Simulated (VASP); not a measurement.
Write the native input for VASP 6.6.1 that does the following.

```yaml
Task: single point
Functional: LDA
Potentials_or_basis: VASP PAW LDA potentials, release 64 (V_sv)
Cutoff: 520 eV
k_mesh: 13 × 13 × 13
Occupations: fermi-dirac, width 0.05 eV
Spin: no spin polarisation
Dipole_correction: no
Further_INCAR_settings: ALGO = Normal; EDIFF = 1e-06; NBANDS = 20
```

The structure of V lies in POSCAR:

```
V
1.0
    0.0000000000      2.3245757878      2.3245757878
    2.3245757878      0.0000000000      2.3245757878
    2.3245757878      2.3245757878      0.0000000000
V
2
Direct
   -0.1250000000     -0.1250000000     -0.1250000000
    0.1250000000      0.1250000000      0.1250000000
```

This isn't the form of V at room conditions, which is bcc.

These files were run (other wordings do the same):

INCAR

```
  PREC = Accurate
  ENCUT = 520
  EDIFF = 1E-6
  ISMEAR = -1
  SIGMA = 0.05
  LREAL = F
  LASPH = T
  NELM = 100
  ALGO = Normal
  ISIF = 2
  LWAVE = F
  LCHARG = T
  GGA = CA
  LELF = T
  LVHAR = T
  NBANDS = 20
```

KPOINTS

```
regular mesh
0
Gamma
  13 13 13
```

Potentials or basis: VASP PAW LDA potentials, release 64 (V_sv).

Launch:

```console
$ cat potpaw_LDA.64/V_sv/POTCAR > POTCAR
$ mpirun -np 1 vasp_std > vasp.out
```

It gave:

```
Pressure               : 43.3 GPa
Band gap on the k mesh : zero (bands 13 and 14 overlap by 2.38 eV)
```

Caveat: atoms lie so close that the PAW spheres overlap strongly, which falsifies energies and pressures; the cell stands under pressure.

It took 17 s on 1 thread of Intel(R) Xeon(R) Platinum 8375C CPU @ 2.90GHz (Ice Lake), on a shared host, peak memory 0.15 GiB.
